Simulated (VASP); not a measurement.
# Tl (P6_3/mmc) in VASP: a series of runs

Tl is run at these levels: PBE; tasks: single point.

All numbers are computed with VASP 6.6.1; they aren't measurements. Logs are shortened: lines on timing, memory, paths and dates and some standing lists are left out, and cuts for length are marked.

### Step 1. The cell of the first run

It takes space group P6_3/mmc (No. 194, hexagonal). Conventional cell: a = 3.590 Å, b = 3.590 Å, c = 5.642 Å, α = 90.00°, β = 90.00°, γ = 120.00°. Within 4.6 Å of Tl (site symmetry -6m2) lie 12 Tl at 3.50 to 3.59 Å.

### Step 2. Single point, PBE

The input, INCAR:

```
ALGO = Normal ; EDIFF = 1E-7
ENCUT = 520 ; GGA = PE
ISIF = 2 ; ISMEAR = 1
LASPH = T ; LCHARG = T
LELF = T ; LREAL = F
LVHAR = T ; LWAVE = F
NBANDS = 20 ; NELM = 60
PREC = Accurate ; SIGMA = 0.03
```

The input, KPOINTS:

```
k-points
0
Gamma
  10 10 6
```

The input, POSCAR:

```
Tl
1.0
    3.5902820628      0.0000000000      0.0000000000
   -1.7951410314      3.1092754731      0.0000000000
    0.0000000000      0.0000000000      5.6419406004
Tl
2
Direct
    0.3333333333      0.6666666667      0.2500000000
    0.6666666667      0.3333333333      0.7500000000
```

Potentials or basis: VASP PAW PBE potentials, release 64 (Tl_d).

Command:

```sh
cat potpaw_PBE.64/Tl_d/POTCAR > POTCAR
mpirun -np 1 vasp_std > vasp.out
```

OUTCAR:

```text
EDIFF = 1E-7
   ENCUT = 520
   GGA = PE
   ISIF = 2
   ISMEAR = 1
   LASPH = T
   LREAL = F
   NELM = 60
   PREC = Accurate

 ion  position               nearest neighbor table
   1  0.333  0.667  0.250-   2 3.50   2 3.50   2 3.50   2 3.50   2 3.50   2 3.50
   2  0.667  0.333  0.750-   1 3.50   1 3.50   1 3.50   1 3.50   1 3.50   1 3.50

  LATTYP: Found a hexagonal cell.
 ALAT       =     3.5902820628
 C/A-ratio  =     1.5714477308

  Lattice vectors:

 A1 = (   3.5902820628,   0.0000000000,   0.0000000000)
 A2 = (  -1.7951410314,   3.1092754731,   0.0000000000)
 A3 = (   0.0000000000,   0.0000000000,   5.6419406004)

Analysis of symmetry for initial positions (statically):
=====================================================================
 Subroutine PRICEL returns:
 Original cell was already a primitive cell.

 Routine SETGRP: Setting up the symmetry group for a
 hexagonal supercell.

 Subroutine GETGRP returns: Found 24 space group operations
 (whereof 12 operations were pure point group operations)
 out of a pool of 24 trial point group operations.

The static configuration has the point symmetry D_3d.
 The point group associated with its full space group is D_6h.

Analysis of symmetry for dynamics (positions and initial velocities):
=====================================================================
 Subroutine PRICEL returns:
 Original cell was already a primitive cell.

 Routine SETGRP: Setting up the symmetry group for a
 hexagonal supercell.

 Subroutine GETGRP returns: Found 24 space group operations
 (whereof 12 operations were pure point group operations)
 out of a pool of 24 trial point group operations.

The dynamic configuration has the point symmetry D_3d.
 The point group associated with its full space group is D_6h.

 Subroutine INISYM returns: Found 24 space group operations
 (whereof 12 operations are pure point group operations),
 and found     1 'primitive' translations

----------------------------------------------------------------------------------------

                                     Primitive cell

  volume of cell :      62.9820

  direct lattice vectors                    reciprocal lattice vectors
     3.590282063  0.000000000  0.000000000     0.278529648  0.160809167  0.000000000
    -1.795141031  3.109275473  0.000000000     0.000000000  0.321618335  0.000000000
     0.000000000  0.000000000  5.641940600     0.000000000  0.000000000  0.177243979

  length of vectors
     3.590282063  3.590282063  5.641940600     0.321618335  0.321618335  0.177243979

  position of ions in fractional coordinates (direct lattice)
     0.333333333  0.666666667  0.250000000
     0.666666667  0.333333333  0.750000000

  ion indices of the primitive-cell ions
   primitive index   ion index
                 1           1
                 2           2

----------------------------------------------------------------------------------------

 KPOINTS: k-points

Automatic generation of k-mesh.
 Grid dimensions read from file:
 generate k-points for:   10   10    6

 Generating k-lattice:

  Cartesian coordinates                     Fractional coordinates (reciprocal lattice)
     0.027852965  0.016080917  0.000000000     0.100000000  0.000000000  0.000000000
     0.000000000  0.032161833  0.000000000     0.000000000  0.100000000  0.000000000
     0.000000000  0.000000000  0.029540663     0.000000000  0.000000000  0.166666667

  Length of vectors
     0.032161833  0.032161833  0.029540663

  Shift w.r.t. Gamma in fractional coordinates (k-lattice)
     0.000000000  0.000000000  0.000000000

 Subroutine IBZKPT returns following result:
 ===========================================

 Found     56 irreducible k-points:

 Following reciprocal coordinates:
            Coordinates               Weight
  0.000000  0.000000  0.000000      1.000000
  0.100000 -0.000000  0.000000      6.000000
  0.200000 -0.000000  0.000000      6.000000
  0.300000  0.000000  0.000000      6.000000
  0.400000  0.000000  0.000000      6.000000
  0.500000  0.000000  0.000000      3.000000
[... 16 lines left out ...]
  0.300000  0.100000  0.166667     24.000000
  0.400000  0.100000  0.166667     24.000000
 [... further k-points ...]
   k-points           NKPTS =     56   k-points in BZ     NKDIM =     56   number of bands    NBANDS=     20
   number of dos      NEDOS =    301   number of ions     NIONS =      2
   total plane-waves  NPLWV =  32928
   dimension x,y,z NGX =    28 NGY =   28 NGZ =   42
   dimension x,y,z NGXF=    56 NGYF=   56 NGZF=   84
   ions per type =               2
   NGX,Y,Z   is equivalent  to a cutoff of  12.97, 12.97, 12.38 a.u.
   NGXF,Y,Z  is equivalent  to a cutoff of  25.93, 25.93, 24.75 a.u.
 SYSTEM =  unknown system
   PREC   = accura    normal or accurate (medium, high low for compatibility)
   ISTART =      0    job   : 0-new  1-cont  2-samecut
   ICHARG =      2    charge: 1-file 2-atom 10-const
   ISPIN  =      1    spin polarized calculation?
   LNONCOLLINEAR =      F non collinear calculations
   LSORBIT =      F    spin-orbit coupling
   LASPH  =      T    aspherical Exc in radial PAW
   ENCUT  =  520.0 eV  38.22 Ry    6.18 a.u.   6.68  6.68 10.49*2*pi/ulx,y,z
   NELM   =     60;   NELMIN=  2; NELMDL= -5     # of ELM steps
   EDIFF  = 0.1E-06   stopping-criterion for ELM
   LREAL  =      F    real-space projection
   EDIFFG = 0.1E-05   stopping-criterion for IOM
   NSW    =      0    number of steps for IOM
   IBRION =     -1    ionic relax: 0-MD 1-quasi-New 2-CG
   NFREE  =      0    steps in history (QN), initial steepest desc. (CG)
   ISIF   =      2    stress and relaxation
   ISYM   =      2    0-nonsym 1-usesym 2-fastsym
   POTIM  = 0.5000    time-step for ionic-motion
   TEBEG  =    0.0;   TEEND  =   0.0 temperature during run
   PSTRESS=    0.0 pullay stress
   NELECT =      26.0000    total number of electrons
   NUPDOWN=      -1.0000    fix difference up-down
   EMIN   =  10.00;   EMAX   =-10.00  energy-range for DOS
   EFERMI =   0.00;   METHOD = LEGACY
   ISMEAR =     1;   SIGMA  =   0.03  broadening in eV -4-tet -1-fermi 0-gaus
   EFERMI_NEDOS =   21; number of points for ismear=-14 and -15
   IALGO  =     38    algorithm
   IMIX   =      4    mixing-type and parameters
     AMIX     =   0.40;   BMIX     =  1.00
     AMIX_MAG =   1.60;   BMIX_MAG =  1.00
  volume/ion in A,a.u.               =      31.49       212.51
  Fermi-wavevector in a.u.,A,eV,Ry     =   1.218972  2.303524 20.216810  1.485894
  Thomas-Fermi vector in A             =   2.354240
   LORBIT       =      0    0 simple, 1 ext, 2 COOP (PROOUT), +10 PAW based schemes
   GGA     = PE    functional components
   LHFCALC =     F    Hartree Fock is set to
   AEXX    =    0.0000 exact exchange contribution
   IVDW    =     0    specifies the selected vdW correction
   LEPSILON=     F    determine dielectric tensor
   LRPA    =     F    only Hartree local field effects (RPA)
 non-spin polarized calculation
 Methfessel and Paxton  Order N= 1 SIGMA  =   0.03
  energy-cutoff  :      520.00
  volume of cell :       62.98
 maximum number of plane-waves:      1731
 NGX is ok and might be reduce to    28
   NGX = 13   NGY = 13   NGZ = 21

 number of electron      26.0000008 magnetization

 Free energy of the ion-electron system (eV)
  ---------------------------------------------------
  ext. energy  EPLUGINS =         0.00000000
  ---------------------------------------------------
  free energy    TOTEN  =        -4.45242596 eV

  energy without entropy =       -4.45200710  energy(sigma->0) =       -4.45228634

 E-fermi :   5.6802     XC(G=0):  -9.7158

 val. band max:        5.6703073286   @ k =   0.3000   0.1000   0.5000
 cond. band min:       5.6908053232   @ k =   0.3000   0.2000   0.3333
 fundamental gap:      0.0204979946
 Fermi energy:         5.6801853516

 k-point     1 :       0.0000    0.0000    0.0000
  band No.  band energies     occupation
      1      -6.0132      2.00000
      2      -5.8466      2.00000
      3      -5.8461      2.00000
      4      -5.8461      2.00000
      5      -5.8036      2.00000
      6      -5.8036      2.00000
[... 12 lines left out ...]
     19      15.6595      0.00000
     20      15.9868      0.00000

 k-point     2 :       0.1000   -0.0000    0.0000
  band No.  band energies     occupation
      1      -5.9939      2.00000
      2      -5.8840      2.00000
      3      -5.8142      2.00000
      4      -5.8068      2.00000
      5      -5.7952      2.00000
      6      -5.7907      2.00000
[... 12 lines left out ...]
     19      15.8398      0.00000
     20      16.6205      0.00000

 k-point     3 :       0.2000   -0.0000    0.0000
  band No.  band energies     occupation
      1      -6.0027      2.00000
      2      -5.8794      2.00000
      3      -5.8418      2.00000
      4      -5.8240      2.00000
      5      -5.8054      2.00000
      6      -5.7301      2.00000
[... 12 lines left out ...]
     19      14.7697      0.00000
     20      16.6459      0.00000

 k-point     4 :       0.3000    0.0000    0.0000
  band No.  band energies     occupation
      1      -6.0589      2.00000
      2      -5.9156      2.00000
      3      -5.8876      2.00000
      4      -5.8639      2.00000
      5      -5.7603      2.00000
      6      -5.6446      2.00000
[... 12 lines left out ...]
     19      14.0284      0.00000
     20      15.7690      0.00000

 k-point     5 :       0.4000    0.0000    0.0000
  band No.  band energies     occupation
      1      -6.1069      2.00000
      2      -5.9812      2.00000
      3      -5.9155      2.00000
      4      -5.8938      2.00000
      5      -5.7126      2.00000
      6      -5.6841      2.00000
[... 12 lines left out ...]
     19      13.4321      0.00000
     20      15.2361      0.00000
[... 353 lines left out ...]
      6      -5.7534      2.00000
[... 12 lines left out ...]
     19      15.5480      0.00000
     20      16.0834      0.00000

 k-point    22 :       0.2000    0.1000    0.1667
  band No.  band energies     occupation
      1      -5.9927      2.00000
      2      -5.9173      2.00000
      3      -5.8808      2.00000
      4      -5.8443      2.00000
      5      -5.7841      2.00000
      6      -5.6885      2.00000
[... 12 lines left out ...]
     19      15.1980      0.00000
     20      15.8588      0.00000

 k-point    23 :       0.3000    0.1000    0.1667
  band No.  band energies     occupation
      1      -6.0410      2.00000
      2      -5.9811      2.00000
      3      -5.8777      2.00000
      4      -5.8712      2.00000
      5      -5.7545      2.00000
      6      -5.6944      2.00000
[... 12 lines left out ...]
     19      14.7603      0.00000
     20      15.1256      0.00000

 k-point    24 :       0.4000    0.1000    0.1667
  band No.  band energies     occupation
      1      -6.0686      2.00000
      2      -6.0306      2.00000
      3      -5.8901      2.00000
      4      -5.8726      2.00000
      5      -5.7782      2.00000
      6      -5.6624      2.00000
[... 12 lines left out ...]
     19      14.5310      0.00000
     20      14.7633      0.00000

 [... further k-points ...]
[... 5 lines left out ...]
  --------------------------------------------------------------------------------------
  -------------------------------------------------------------------------------------
  Total       -0.0705762     -0.0705762      0.0638133      0.0000000      0.0000000      0.0000000
  in kB       -1.7953632     -1.7953632      1.6233242      0.0000000      0.0000000      0.0000000
  external PRESSURE =      -0.6558008 kB  Pullay stress =       0.0000000 kB

 VOLUME and BASIS-vectors are now :
 -----------------------------------------------------------------------------
  energy-cutoff  :      520.00
  volume of cell :       62.98
      direct lattice vectors                 reciprocal lattice vectors
     3.590282063  0.000000000  0.000000000     0.278529648  0.160809167  0.000000000
    -1.795141031  3.109275473  0.000000000     0.000000000  0.321618335  0.000000000
     0.000000000  0.000000000  5.641940600     0.000000000  0.000000000  0.177243979

 POSITION                                       TOTAL-FORCE (eV/Angst)
 -----------------------------------------------------------------------------------
     -0.00000      2.07285      1.41049        -0.000000      0.000000      0.000000
      1.79514      1.03643      4.23146         0.000000      0.000000      0.000000
 -----------------------------------------------------------------------------------
    total drift:                               -0.000000      0.000000      0.000000

  FREE ENERGIE OF THE ION-ELECTRON SYSTEM (eV)
  ---------------------------------------------------
  free  energy   TOTEN  =        -4.4524259617 eV

  energy  without entropy=       -4.4520071038  energy(sigma->0) =       -4.45228634
```

Run time: 39 s. Hardware: 1 thread of Intel Xeon Platinum 8259CL at 2.50GHz (Skylake/Cascade Lake), shared host; peak memory 0.2 GiB.

Results:

| Quantity | Value |
| --- | --- |
| Free energy | -4.4524 eV |
| Pressure | -0.1 GPa |
| Band gap on the k mesh | zero (bands 13 and 14 overlap by 5.28 eV) |

Levels at points of the mesh, in eV from the Fermi level:
```csv
k point,band 11,band 12,band 13,band 14,band 15,band 16
"(0.00, 0.00, 0.00)",-9.49,-5.07,-2.48,7.09,7.09,9.02
"(0.50, 0.00, 0.00)",-5.84,-4.70,-0.78,0.57,1.28,3.49
"(0.00, 0.00, 0.50)",-8.17,-8.17,3.19,3.19,8.02,8.02
"(0.50, 0.00, 0.50)",-4.89,-4.89,-2.04,-2.04,5.04,5.04
```

Caveat: spin-orbit coupling is left out, which moves the levels of the heavy elements.

### Step 3. Single point, PBE

The input, INCAR:

```
SYSTEM = Tl
  PREC = Accurate
  ENCUT = 520
  EDIFF = 1E-6
  ISMEAR = 1
  SIGMA = 0.1
  LREAL = .FALSE.
  LASPH = .TRUE.
  NELM = 100
  ALGO = Normal
  ISIF = 2
  LWAVE = .FALSE.
  LCHARG = .FALSE.
  GGA = PE
  NBANDS = 20
```

The input, KPOINTS:

```
Automatic mesh
0
G
  10 10 6
  0 0 0
```

POSCAR is that of step 2.

Potentials or basis: VASP PAW PBE potentials, release 64 (Tl_d).

Command:

```sh
cat potpaw_PBE.64/Tl_d/POTCAR > POTCAR
mpirun -np 1 vasp_std > vasp.out
```

OUTCAR:

```text
SYSTEM = Tl
   PREC = Accurate
   ENCUT = 520
   EDIFF = 1E-6
   ISMEAR = 1
   LREAL = .FALSE.
   LASPH = .TRUE.
   NELM = 100
   ISIF = 2
   GGA = PE

 ion  position               nearest neighbor table
   1  0.333  0.667  0.250-   2 3.50   2 3.50   2 3.50   2 3.50   2 3.50   2 3.50
   2  0.667  0.333  0.750-   1 3.50   1 3.50   1 3.50   1 3.50   1 3.50   1 3.50

  LATTYP: Found a hexagonal cell.
 ALAT       =     3.5902820628
 C/A-ratio  =     1.5714477308

  Lattice vectors:

 A1 = (   3.5902820628,   0.0000000000,   0.0000000000)
 A2 = (  -1.7951410314,   3.1092754731,   0.0000000000)
 A3 = (   0.0000000000,   0.0000000000,   5.6419406004)

Analysis of symmetry for initial positions (statically):
=====================================================================
 Subroutine PRICEL returns:
 Original cell was already a primitive cell.

 Routine SETGRP: Setting up the symmetry group for a
 hexagonal supercell.

 Subroutine GETGRP returns: Found 24 space group operations
 (whereof 12 operations were pure point group operations)
 out of a pool of 24 trial point group operations.

The static configuration has the point symmetry D_3d.
 The point group associated with its full space group is D_6h.
[... 160 lines left out ...]

  energy without entropy =       -4.45153960  energy(sigma->0) =       -4.45305908

 E-fermi :   5.6686     XC(G=0):  -9.7163

 val. band max:        5.6040952058   @ k =   0.4000   0.0000   0.3333
 cond. band min:       5.6697966849   @ k =   0.3000   0.1000   0.5000
 fundamental gap:      0.0657014791
 Fermi energy:         5.6686451348

 k-point     1 :       0.0000    0.0000    0.0000
  band No.  band energies     occupation
      1      -6.0138      2.00000
      2      -5.8482      2.00000
      3      -5.8482      2.00000
      4      -5.8469      2.00000
      5      -5.8057      2.00000
      6      -5.8057      2.00000
[... 541 lines left out ...]
     19      14.5304      0.00000
     20      14.7631      0.00000

 [... further k-points ...]

------------------------ aborting loop because EDIFF is reached ----------------------------------------

  FORCE on cell =-STRESS in cart. coord.  units (eV):
  Direction    XX          YY          ZZ          XY          YZ          ZX
  --------------------------------------------------------------------------------------
  -------------------------------------------------------------------------------------
  Total       -0.1337433     -0.1337433      0.1189063      0.0000000      0.0000000      0.0000000
  in kB       -3.4022507     -3.4022507      3.0248178      0.0000000      0.0000000      0.0000000
  external PRESSURE =      -1.2598945 kB  Pullay stress =       0.0000000 kB

 VOLUME and BASIS-vectors are now :
 -----------------------------------------------------------------------------
  energy-cutoff  :      520.00
  volume of cell :       62.98
      direct lattice vectors                 reciprocal lattice vectors
     3.590282063  0.000000000  0.000000000     0.278529648  0.160809167  0.000000000
    -1.795141031  3.109275473  0.000000000     0.000000000  0.321618335  0.000000000
     0.000000000  0.000000000  5.641940600     0.000000000  0.000000000  0.177243979

 POSITION                                       TOTAL-FORCE (eV/Angst)
 -----------------------------------------------------------------------------------
     -0.00000      2.07285      1.41049        -0.000000      0.000000      0.000000
      1.79514      1.03643      4.23146         0.000000      0.000000      0.000000
 -----------------------------------------------------------------------------------
    total drift:                               -0.000000      0.000000      0.000000

  FREE ENERGIE OF THE ION-ELECTRON SYSTEM (eV)
  ---------------------------------------------------
  free  energy   TOTEN  =        -4.4538188188 eV

  energy  without entropy=       -4.4515395983  energy(sigma->0) =       -4.45305908
```

OSZICAR:

```text
N       E                     dE             d eps       ncg     rms          rms(c)
DAV:   1     0.128554241082E+03    0.12855E+03   -0.13775E+04  2280   0.120E+03
DAV:   2    -0.200561631042E+01   -0.13056E+03   -0.12818E+03  2452   0.270E+02
DAV:   3    -0.447878963367E+01   -0.24732E+01   -0.24667E+01  2584   0.325E+01
DAV:   4    -0.449518106377E+01   -0.16391E-01   -0.16390E-01  2348   0.283E+00
DAV:   5    -0.449543996304E+01   -0.25890E-03   -0.25889E-03  2508   0.348E-01    0.227E+00
DAV:   6    -0.445995370361E+01    0.35486E-01   -0.63088E-02  2380   0.187E+00    0.164E+00
DAV:   7    -0.445411879641E+01    0.58349E-02   -0.25314E-02  2456   0.118E+00    0.646E-01
DAV:   8    -0.445380507515E+01    0.31372E-03   -0.16012E-03  2344   0.295E-01    0.333E-02
DAV:   9    -0.445381314277E+01   -0.80676E-05   -0.14597E-05  2504   0.308E-02    0.151E-02
DAV:  10    -0.445381866544E+01   -0.55227E-05   -0.49996E-06  1948   0.175E-02    0.998E-04
DAV:  11    -0.445381881883E+01   -0.15339E-06   -0.31879E-07  1212   0.456E-03
   1 F= -.44538188E+01 E0= -.44530591E+01  d E =-.227922E-02
```

Run time: 35 s. Hardware: 1 thread of Intel Xeon Platinum 8259CL at 2.50GHz (Skylake/Cascade Lake), shared host; peak memory 0.21 GiB.

What came out:

| Property | Result |
| --- | --- |
| Free energy | -4.4538 eV |
| Pressure | -0.1 GPa |
| Band gap on the k mesh | zero (bands 13 and 14 overlap by 5.28 eV) |

Stress tensor (GPa, compression positive):
```
-0.34  0.00  0.00
 0.00 -0.34  0.00
 0.00  0.00  0.30
```

Caveat: spin-orbit coupling is left out, which moves the levels of the heavy elements.
